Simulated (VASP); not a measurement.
Set up this calculation in VASP 6.6.1, as the native input.

* Task: single point
* Functional: PBE
* Potentials or basis: VASP PAW PBE potentials, release 64 (Cd_sv_GW, Ni_sv_GW, C, N)
* Cutoff: 700 eV
* k mesh: 4 × 4 × 4
* Occupations: gaussian, width 0.1 eV
* Spin: collinear spin, ferromagnetic start
* Starting moments: [0.0, 2.0, 0.0, 0.0, 0.0, 0.0, 0.0, 0.0, 0.0, 0.0] μB
* Dipole correction: no
* Further INCAR settings: ALGO = Normal; EDIFF = 1e-06; NBANDS = 52

The structure of CdNiC4N4 lies in POSCAR:

```
CdNiC4N4
1.0
    5.9865449400      0.0000000000      0.0000000000
    0.0000000000      5.9865449400      0.0000000000
    0.0000000000      0.0000000000      5.9865449400
Cd Ni C N
1 1 4 4
Direct
    0.5000000000      0.5000000000      0.5000000000
    0.0000000000      0.0000000000      0.0000000000
    0.1848780000      0.1848780000      0.1848780000
    0.1848780000      0.8151220000      0.8151220000
    0.8151220000      0.1848780000      0.8151220000
    0.8151220000      0.8151220000      0.1848780000
    0.2977143400      0.2977143400      0.2977143400
    0.2977143400      0.7022856600      0.7022856600
    0.7022856600      0.2977143400      0.7022856600
    0.7022856600      0.7022856600      0.2977143400
```

One way to write it, as run:

INCAR

```
SYSTEM = CdNiC4N4
ALGO = Normal
EDIFF = 1E-6
ENCUT = 700
GGA = PE
GGA_COMPAT = .FALSE.
ISIF = 2
ISMEAR = 0
ISPIN = 2
LASPH = .TRUE.
LCHARG = .TRUE.
LELF = .TRUE.
LMAXMIX = 4
LORBIT = 11
LREAL = .FALSE.
LVHAR = .TRUE.
LWAVE = .FALSE.
MAGMOM = 0 2 0 0 0 0 0 0 0 0
NBANDS = 52
NELM = 200
PREC = Accurate
SIGMA = 0.1
```

KPOINTS

```
k-points
0
G
  4 4 4
  0 0 0
```

Potentials or basis: VASP PAW PBE potentials, release 64 (Cd_sv_GW, Ni_sv_GW, C, N).

Command:

```console
$ cat potpaw_PBE.64/Cd_sv_GW/POTCAR potpaw_PBE.64/Ni_sv_GW/POTCAR potpaw_PBE.64/C/POTCAR potpaw_PBE.64/N/POTCAR > POTCAR
$ mpirun -np 1 vasp_std > vasp.out
```

It gave:

The pressure is 2.0 GPa, the largest force is 0.815 eV/Å and the band gap on the k mesh is zero (filled and empty bands overlap). The net moment is 2.00 μB per cell, the site moments are Cd +0.01; Ni +1.32; C +0.04; N +0.05 μB and the valence electrons inside the program's atomic spheres are Cd 17.70; Ni 16.32; C 2.58; N 3.87.

Caveat: a cell with one magnetic atom can't hold antiferromagnetic order, which such compounds often take.

It took 11 min on 1 thread of Intel(R) Xeon(R) Platinum 8259CL CPU @ 2.50GHz (Skylake/Cascade Lake) (shared host), peak memory 0.72 GiB.
